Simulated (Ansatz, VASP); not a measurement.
**LaP in VASP and in Ansatz**

```
La P
1.0
     0.00000    2.97179    2.97179
     2.97179    0.00000    2.97179
     2.97179    2.97179    0.00000
La P
1 1
Direct
  0.00000 0.00000 0.00000
  0.50000 0.50000 0.50000
```

Change from the starting cell: volume scaled by 0.96.

Alike in both runs: task single point; functional LDA; k mesh 10 × 10 × 10; occupations fermi-dirac, width 0.03 eV; no spin polarisation.

|  | VASP | Ansatz |
| --- | --- | --- |
| version | VASP 6.6.1 | Ansatz 0.2.0 |
| potentials or method | VASP PAW LDA potentials, release 64 (La, P), cutoff 520 eV | all-electron LAPW, scalar-relativistic |

```tsv
	VASP	Ansatz	Ansatz less VASP
pressure (GPa)	-0.2	-0.2	+0.06
```

LDA's correlation is that of Perdew and Zunger in VASP and of Perdew and Wang (1992) in Ansatz. Ansatz ran all-electron here, and VASP with PAW potentials.

Spin-orbit coupling is off throughout.
